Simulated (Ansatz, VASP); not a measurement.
## Mo in VASP and in Ansatz

```
Mo
1.0
     2.65040    0.00000    0.00000
    -1.32520    2.29531    0.00000
     0.00000    0.00000    4.13195
Mo
2
Direct
  0.33333 0.66667 0.25000
  0.66667 0.33333 0.75000
```

Change from the starting cell: volume scaled by 0.78, LAPW.

Alike in both runs: task single point; functional PBE; k mesh 15 × 15 × 8; occupations fermi-dirac, width 0.08 eV; no spin polarisation.

|  | VASP | Ansatz |
| --- | --- | --- |
| version | VASP 6.6.1 | Ansatz 0.2.0 |
| potentials or method | VASP PAW PBE potentials, release 64 (Mo_sv), cutoff 520 eV | all-electron LAPW, scalar-relativistic |

Ansatz gave:

| Property | Result |
| --- | --- |
| pressure (GPa) | 92.1 |
| traceless stress, the component that is largest in VASP (GPa) | 0.01 |

Task: What did VASP give for the same quantities?

Result: Pressure (GPa): 93.4; traceless stress, the component that is largest in VASP (GPa): 0.11.

Both programs put the cell under a high pressure, so it lies far from rest at this level. Ansatz ran all-electron here, and VASP with PAW potentials.

Noted on VASP's run: the cell as given lies far from equilibrium.
